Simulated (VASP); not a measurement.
# BaZrO3 (Pm-3m) in VASP: single point with r2SCAN

Aim: the single point of BaZrO3 with r2SCAN.

Everything below comes from runs of VASP 6.6.1. Logs are shortened: lines on timing, memory, paths and dates and some standing lists are left out, and cuts for length are marked.

**1. The cell of the first run**

It takes space group Pm-3m (No. 221, cubic). The conventional cell has a = 4.205 Å, b = 4.205 Å, c = 4.205 Å, α = 90.00°, β = 90.00°, γ = 90.00°. Within 2.8 Å of O (site symmetry 4/mmm) lie 2 Zr at 2.10 Å. Ba (site symmetry m-3m) has 12 O at 2.97 Å and 8 Zr at 3.64 Å within 3.9 Å. Zr (site symmetry m-3m) has 6 O at 2.10 Å within 2.8 Å.

**2. Single point, r2SCAN, non-collinear spin, zero start, spin-orbit coupling**

POSCAR

```
BaZrO3
1.0
    4.2050468979      0.0000000000      0.0000000000
    0.0000000000      4.2050468979      0.0000000000
    0.0000000000      0.0000000000      4.2050468979
O Ba Zr
3 1 1
Direct
    0.0000000000      0.5000000000      0.5000000000
    0.5000000000      0.0000000000      0.5000000000
    0.5000000000      0.5000000000      0.0000000000
    0.0000000000      0.0000000000      0.0000000000
    0.5000000000      0.5000000000      0.5000000000
```

INCAR.step1

```
SYSTEM = BaZrO3
PREC = Accurate
ENCUT = 520
ISMEAR = 0
SIGMA = 0.1515
LREAL = .False.
LASPH = .True.
NELM = 150
MAGMOM = 0 0 0 0 0 0 0 0 0 0 0 0 0 0 0
LSORBIT = .True.
GGA_COMPAT = .False.
LMAXMIX = 4
NBANDS = 55
GGA = PE
ALGO = Normal
EDIFF = 1E-4
LWAVE = .True.
LCHARG = .False.
```

INCAR.step2

```
SYSTEM = BaZrO3
PREC = Accurate
ENCUT = 520
EDIFF = 1E-6
ISMEAR = 0
SIGMA = 0.1515
LREAL = .False.
LASPH = .True.
NELM = 150
ALGO = Normal
ISIF = 2
LWAVE = .False.
LCHARG = .True.
MAGMOM = 0 0 0 0 0 0 0 0 0 0 0 0 0 0 0
LORBIT = 11
LSORBIT = .True.
GGA_COMPAT = .False.
LORBMOM = .True.
LMAXMIX = 4
METAGGA = R2SCAN
LMIXTAU = .True.
LVHAR = .True.
NBANDS = 55
ISTART = 1
```

KPOINTS

```
regular mesh
0
Gamma
  6 6 6
  0 0 0
```

Potentials or basis: VASP PAW PBE potentials, release 64 (O, Ba_sv, Zr_sv).

The run is started by

```sh
cat potpaw_PBE.64/O/POTCAR potpaw_PBE.64/Ba_sv/POTCAR potpaw_PBE.64/Zr_sv/POTCAR > POTCAR
cp INCAR.step1 INCAR
mpirun -np 1 vasp_ncl > vasp.out
cp INCAR.step2 INCAR
mpirun -np 1 vasp_ncl > vasp.out
```

OUTCAR:

```text
SYSTEM = BaZrO3
   PREC = Accurate
   ENCUT = 520
   EDIFF = 1E-6
   ISMEAR = 0
   LREAL = .False.
   LASPH = .True.
   NELM = 150
   ISIF = 2
   LORBIT = 11
   LSORBIT = .True.
   METAGGA = R2SCAN
   ISTART = 1

 ion  position               nearest neighbor table
   1  0.000  0.500  0.500-   5 2.10   5 2.10   4 2.97   4 2.97   4 2.97   4 2.97
   2  0.500  0.000  0.500-   5 2.10   5 2.10   4 2.97   4 2.97   4 2.97   4 2.97
   3  0.500  0.500  0.000-   5 2.10   5 2.10   4 2.97   4 2.97   4 2.97   4 2.97
   4  0.000  0.000  0.000-   1 2.97   2 2.97   3 2.97   1 2.97   2 2.97   1 2.97   3 2.97   1 2.97
                             2 2.97   3 2.97   2 2.97   3 2.97   5 3.64   5 3.64   5 3.64   5 3.64
   5  0.500  0.500  0.500-   1 2.10   2 2.10   3 2.10   3 2.10   2 2.10   1 2.10   4 3.64   4 3.64
                             4 3.64   4 3.64   4 3.64   4 3.64   4 3.64   4 3.64

  LATTYP: Found a simple cubic cell.
 ALAT       =     4.2050468979

  Lattice vectors:

 A1 = (   4.2050468979,   0.0000000000,   0.0000000000)
 A2 = (   0.0000000000,   4.2050468979,   0.0000000000)
 A3 = (   0.0000000000,   0.0000000000,   4.2050468979)

Analysis of symmetry for initial positions (statically):
=====================================================================
 Subroutine PRICEL returns:
 Original cell was already a primitive cell.

 Routine SETGRP: Setting up the symmetry group for a
 simple cubic supercell.

 Subroutine GETGRP returns: Found 48 space group operations
 (whereof 48 operations were pure point group operations)
 out of a pool of 48 trial point group operations.

The static configuration has the point symmetry O_h .

Analysis of symmetry for dynamics (positions and initial velocities):
=====================================================================
 Subroutine PRICEL returns:
 Original cell was already a primitive cell.

 Routine SETGRP: Setting up the symmetry group for a
 simple cubic supercell.

 Subroutine GETGRP returns: Found 48 space group operations
 (whereof 48 operations were pure point group operations)
 out of a pool of 48 trial point group operations.

The dynamic configuration has the point symmetry O_h .

Analysis of structural, dynamic, and magnetic symmetry:
=====================================================================
 Subroutine PRICEL returns:
 Original cell was already a primitive cell.

 Routine SETGRP: Setting up the symmetry group for a
 simple cubic supercell.

 Subroutine GETGRP returns: Found 48 space group operations
 (whereof 48 operations were pure point group operations)
 out of a pool of 48 trial point group operations.

The overall configuration has the point symmetry O_h .

 Subroutine INISYM returns: Found 48 space group operations
 (whereof 48 operations are pure point group operations),
 and found     1 'primitive' translations

----------------------------------------------------------------------------------------

                                     Primitive cell

  volume of cell :      74.3554

  direct lattice vectors                    reciprocal lattice vectors
     4.205046898  0.000000000  0.000000000     0.237809476  0.000000000  0.000000000
     0.000000000  4.205046898  0.000000000     0.000000000  0.237809476  0.000000000
     0.000000000  0.000000000  4.205046898     0.000000000  0.000000000  0.237809476

  length of vectors
     4.205046898  4.205046898  4.205046898     0.237809476  0.237809476  0.237809476

  position of ions in fractional coordinates (direct lattice)
     0.000000000  0.500000000  0.500000000
     0.500000000  0.000000000  0.500000000
     0.500000000  0.500000000  0.000000000
     0.000000000  0.000000000  0.000000000
     0.500000000  0.500000000  0.500000000

  ion indices of the primitive-cell ions
   primitive index   ion index
                 1           1
                 2           2
[... 117 lines left out ...]

  energy without entropy =      -85.35012777  energy(sigma->0) =      -85.35012777

 E-fermi :   4.1594     XC(G=0): -11.3383

 val. band max:        3.4212613804   @ k =   0.5000   0.5000   0.5000
 cond. band min:       7.0651293136   @ k =   0.0000   0.0000   0.0000
 fundamental gap:      3.6438679332
 Fermi energy:         4.1593794665

 k-point     1 :       0.0000    0.0000    0.0000
  band No.  band energies     occupation
      1     -45.1595      1.00000
      2     -45.1595      1.00000
      3     -23.7276      1.00000
      4     -23.7276      1.00000
      5     -22.6146      1.00000
      6     -22.6146      1.00000
[... 1089 lines left out ...]
     51      10.9439      0.00000
     52      10.9439      0.00000
 [bands above 52 left out]

------------------------ aborting loop because EDIFF is reached ----------------------------------------

  FORCE on cell =-STRESS in cart. coord.  units (eV):
  Direction    XX          YY          ZZ          XY          YZ          ZX
  --------------------------------------------------------------------------------------
  -------------------------------------------------------------------------------------
  Total        0.4820417      0.4820417      0.4820417     -0.0000000     -0.0000000      0.0000000
  in kB       10.3868207     10.3868207     10.3868207     -0.0000000     -0.0000000      0.0000000
  external PRESSURE =      10.3868207 kB  Pullay stress =       0.0000000 kB

 VOLUME and BASIS-vectors are now :
 -----------------------------------------------------------------------------
  energy-cutoff  :      520.00
  volume of cell :       74.36
      direct lattice vectors                 reciprocal lattice vectors
     4.205046898  0.000000000  0.000000000     0.237809476  0.000000000  0.000000000
     0.000000000  4.205046898  0.000000000     0.000000000  0.237809476  0.000000000
     0.000000000  0.000000000  4.205046898     0.000000000  0.000000000  0.237809476

 POSITION                                       TOTAL-FORCE (eV/Angst)
 -----------------------------------------------------------------------------------
      0.00000      2.10252      2.10252         0.000000      0.000000      0.000000
      2.10252      0.00000      2.10252         0.000000      0.000000      0.000000
      2.10252      2.10252      0.00000         0.000000      0.000000      0.000000
      0.00000      0.00000      0.00000         0.000000      0.000000      0.000000
      2.10252      2.10252      2.10252         0.000000      0.000000      0.000000
 -----------------------------------------------------------------------------------
    total drift:                                0.000000     -0.000000     -0.000000

  FREE ENERGIE OF THE ION-ELECTRON SYSTEM (eV)
  ---------------------------------------------------
  free  energy   TOTEN  =       -85.3501277657 eV

  energy  without entropy=      -85.3501277657  energy(sigma->0) =      -85.35012777

 orbital moment (x)

 # of ion     p       d       tot
 ----------------------------------------
  1         0.000   0.000   0.000
  2         0.000   0.000   0.000
  3         0.000   0.000   0.000
  4         0.000  -0.000  -0.000
  5        -0.000   0.000   0.000
 ----------------------------------------
           -0.000   0.000   0.000

 orbital moment (y)

 # of ion     p       d       tot
 ----------------------------------------
  1         0.000   0.000   0.000
  2         0.000   0.000   0.000
  3        -0.000   0.000  -0.000
  4         0.000  -0.000  -0.000
  5         0.000   0.000   0.000
 ----------------------------------------
            0.000   0.000   0.000

 orbital moment (z)

 # of ion     p       d       tot
 ----------------------------------------
  1         0.000   0.000   0.000
  2         0.000   0.000   0.000
  3        -0.000   0.000  -0.000
  4         0.000   0.000   0.000
  5         0.000   0.000   0.000
 ----------------------------------------
            0.000   0.000   0.000

 Spin-Orbit-Coupling matrix elements

 Ion:    1  E_soc:     -0.0002935
 l=   1
     0.0000000    -0.0000307    -0.0000580
    -0.0000307     0.0000000    -0.0000580
    -0.0000580    -0.0000580     0.0000000
 l=   2
     0.0000000     0.0000000     0.0000000     0.0000000     0.0000000
     0.0000000     0.0000000     0.0000000     0.0000000     0.0000000
     0.0000000     0.0000000     0.0000000     0.0000000     0.0000000
     0.0000000     0.0000000     0.0000000     0.0000000     0.0000000
     0.0000000     0.0000000     0.0000000     0.0000000     0.0000000
 l=   3
     0.0000000     0.0000000     0.0000000     0.0000000     0.0000000     0.0000000     0.0000000
     0.0000000     0.0000000     0.0000000     0.0000000     0.0000000     0.0000000     0.0000000
     0.0000000     0.0000000     0.0000000     0.0000000     0.0000000     0.0000000     0.0000000
     0.0000000     0.0000000     0.0000000     0.0000000     0.0000000     0.0000000     0.0000000
[... 69 lines left out ...]
 l=   2
     0.0000000    -0.0000536     0.0000000    -0.0000536    -0.0002532
    -0.0000536     0.0000000    -0.0001899    -0.0000536    -0.0000633
     0.0000000    -0.0001899     0.0000000    -0.0001899     0.0000000
    -0.0000536    -0.0000536    -0.0001899     0.0000000    -0.0000633
    -0.0002532    -0.0000633     0.0000000    -0.0000633     0.0000000
 l=   3
     0.0000000     0.0000000     0.0000000     0.0000000     0.0000000     0.0000000     0.0000000
     0.0000000     0.0000000     0.0000000     0.0000000     0.0000000     0.0000000     0.0000000
     0.0000000     0.0000000     0.0000000     0.0000000     0.0000000     0.0000000     0.0000000
     0.0000000     0.0000000     0.0000000     0.0000000     0.0000000     0.0000000     0.0000000
     0.0000000     0.0000000     0.0000000     0.0000000     0.0000000     0.0000000     0.0000000
     0.0000000     0.0000000     0.0000000     0.0000000     0.0000000     0.0000000     0.0000000
     0.0000000     0.0000000     0.0000000     0.0000000     0.0000000     0.0000000     0.0000000

 total charge

# of ion       s       p       d       tot
------------------------------------------
    1        1.565   3.512   0.000   5.076
    2        1.565   3.512   0.000   5.076
    3        1.565   3.512   0.000   5.076
    4        2.011   5.646   0.243   7.900
    5        2.190   6.083   1.349   9.621
--------------------------------------------------
tot          8.894  22.264   1.592  32.750

 magnetization (x)

# of ion       s       p       d       tot
------------------------------------------
    1        0.000   0.000   0.000   0.000
    2        0.000  -0.000   0.000  -0.000
    3        0.000   0.000   0.000   0.000
    4        0.000   0.000  -0.000  -0.000
    5        0.000  -0.000   0.000   0.000
--------------------------------------------------
tot          0.000   0.000   0.000   0.000

 magnetization (y)

# of ion       s       p       d       tot
------------------------------------------
    1       -0.000  -0.000   0.000  -0.000
    2       -0.000  -0.000   0.000  -0.000
    3       -0.000  -0.000   0.000  -0.000
    4        0.000  -0.000  -0.000  -0.000
    5        0.000   0.000  -0.000  -0.000
--------------------------------------------------
tot          0.000  -0.000  -0.000  -0.000

 magnetization (z)

# of ion       s       p       d       tot
------------------------------------------
    1       -0.000   0.000   0.000   0.000
    2       -0.000  -0.000   0.000  -0.000
    3       -0.000  -0.000   0.000  -0.000
    4        0.000   0.000   0.000   0.000
    5       -0.000  -0.000  -0.000  -0.000
--------------------------------------------------
tot          0.000  -0.000   0.000   0.000
```

It took 4.5 min on 1 thread of Intel Xeon 6975P-C (Granite Rapids), shared host; peak memory 0.44 GiB.

Results:

- Free energy: -85.3501 eV
- Pressure: 1.0 GPa
- Net moment: 0.00 μB per cell
- Valence electrons inside the program's atomic spheres: O 5.08; Ba 7.90; Zr 9.62

Moments on the atoms (μB; x, y, z):
```
O   0.00 0.00 0.00
O   0.00 0.00 0.00
O   0.00 0.00 0.00
Ba  0.00 0.00 0.00
Zr  0.00 0.00 0.00
```

Caveat: the PAW data sets were made with another functional, which shifts forces and pressure a little.
